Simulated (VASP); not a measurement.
A run of VASP 6.6.1:

Contents of INCAR:

```
  PREC = Accurate
  ENCUT = 520
  EDIFF = 1E-8
  ISMEAR = -1
  SIGMA = 0.03
  LREAL = F
  LASPH = T
  NELM = 80
  ALGO = Normal
  ISIF = 2
  LWAVE = F
  LCHARG = F
  LEFG = T
  NBANDS = 34
```

The input KPOINTS:

```
Automatic mesh
0
Gamma
  12 12 12
```

The input POSCAR:

```
ZrGa3
1.0
   -1.9788594822      1.9788594822      4.3499029010
    1.9788594822     -1.9788594822      4.3499029010
    1.9788594822      1.9788594822     -4.3499029010
Zr Ga
1 3
Direct
    0.0000000000      0.0000000000      0.0000000000
    0.5000000000      0.5000000000      0.0000000000
    0.7500000000      0.2500000000      0.5000000000
    0.2500000000      0.7500000000      0.5000000000
```

Potentials or basis: VASP PAW LDA potentials, release 64 (Zr_sv, Ga_d).

Run with:

```console
$ cat potpaw_LDA.64/Zr_sv/POTCAR potpaw_LDA.64/Ga_d/POTCAR > POTCAR
$ mpirun -np 1 vasp_std > vasp.out
```

Hardware: 1 thread of Intel Xeon 8259CL, on a shared host.

Task: How long does it take, and how much memory?

Result: Run time: 16 min on 1 thread of Intel Xeon 8259CL, with other jobs on the host, peak memory 0.43 GiB. Counts: scf iterations 15, k points 163.
